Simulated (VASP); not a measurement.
TiO2:

```
CELL_PARAMETERS angstrom
1.47410 -4.79653 0.00000
1.47410 4.79653 0.00000
0.00000 0.00000 10.23522
ATOMIC_POSITIONS crystal
Ti 0.86691 0.13309 0.58314
Ti 0.13309 0.86691 0.41686
Ti 0.86691 0.13309 0.91686
Ti 0.13309 0.86691 0.08314
O 0.50000 0.50000 0.50000
O 0.50000 0.50000 0.00000
O 0.93424 0.06577 0.75000
O 0.06577 0.93424 0.25000
O 0.75440 0.24560 0.10287
O 0.24560 0.75440 0.89713
O 0.24560 0.75440 0.60287
O 0.75440 0.24560 0.39713
```

Base run:

```yaml
Program: VASP 6.6.1
Functional: PBE
Potentials_or_basis: VASP PAW PBE potentials, release 64 (Ti_sv, O)
Cutoff: 520 eV
k_mesh: 9 × 9 × 3
Occupations: fermi-dirac, width 0.05 eV
Spin: no spin polarisation
```

Its results: band gap on the k mesh 2.56 eV (least direct gap 2.64 eV); pressure -0.7 GPa; largest force 0.091 eV/Å.

Problem. After a change of settings the same cell gave: band gap on the k mesh 2.78 eV (least direct gap 2.80 eV); pressure -0.7 GPa; largest force 0.138 eV/Å. Which change was it?
A. functional from PBE to LDA; potentials or basis from VASP PAW PBE potentials, release 64 (Ti_sv, O) to VASP PAW LDA potentials, release 64 (Ti_sv, O)
B. k mesh from 9 × 9 × 3 to 3 × 3 × 1
C. functional from PBE to BLYP

Solution. B.

Caveats: some runs use coarse meshes; an odd mesh through Γ misses points on the zone boundary, where band edges can lie.
